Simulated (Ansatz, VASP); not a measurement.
Two plane-wave programs on Sn2P3

```
CELL_PARAMETERS angstrom
3.42176 0.00000 0.00000
-1.71088 2.96333 0.00000
0.00000 0.00000 12.23062
ATOMIC_POSITIONS crystal
Sn 0.33333 0.66667 0.15827
Sn 0.66667 0.33333 0.84173
P 0.00000 0.00000 0.00000
P 0.33333 0.66667 0.54946
P 0.66667 0.33333 0.45054
```

Alike in both runs: functional PBE; k mesh 12 × 12 × 4; occupations gaussian, width 0.1 eV; no spin polarisation.

Ansatz relaxed the structure, and its values are those at the end. VASP's run is a single point on that final structure, the one shown.

```csv
,VASP,Ansatz
version,VASP 6.6.1,Ansatz 0.2.0
potentials or method,"VASP PAW PBE potentials, release 64 (Sn_d, P), cutoff 520 eV","scalar-relativistic, plane waves, PAW"
valence electrons in the cell,43,43
```

```tsv
	VASP	Ansatz	Ansatz less VASP
gap on the k mesh at the Fermi level (eV)	none	none	-
pressure (GPa)	-0.1	0.0	+0.15
rms of the force components (eV/Å)	0.021	0.001	-0.0203
```

A gap of «none» marks a metal or a gap that the smearing closes.
